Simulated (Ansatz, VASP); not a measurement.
# Two plane-wave programs on RuSe

```
Ru Se
1.0
     0.00000    2.80923    2.80923
     2.80923    0.00000    2.80923
     2.80923    2.80923    0.00000
Ru Se
1 1
Direct
  0.00000 0.00000 0.00000
  0.25000 0.25000 0.25000
```

Alike in both runs: task single point; functional PBE; k mesh 10 × 10 × 10; occupations gaussian, width 0.05 eV; no spin polarisation.

|  | VASP | Ansatz |
| --- | --- | --- |
| version | VASP 6.6.1 | Ansatz 0.2.0 |
| potentials or method | VASP PAW PBE potentials, release 64 (Ru_pv, Se), cutoff 500 eV | scalar-relativistic, plane waves, PAW |
| valence electrons in the cell | 20 | 32 |

Ansatz gave:

* gap on the k mesh at the Fermi level (eV): none
* pressure (GPa): -6.3

Which values does VASP return?

gap on the k mesh at the Fermi level (eV): none; pressure (GPa): -6.2.

A gap of «none» marks a metal or a gap that the smearing closes. The functional is the same, so the differences come from potentials, cutoffs and numerics. VASP's potentials hold 20 valence electrons a cell and Ansatz's 32, so a difference there can come from the potentials and not from the codes.
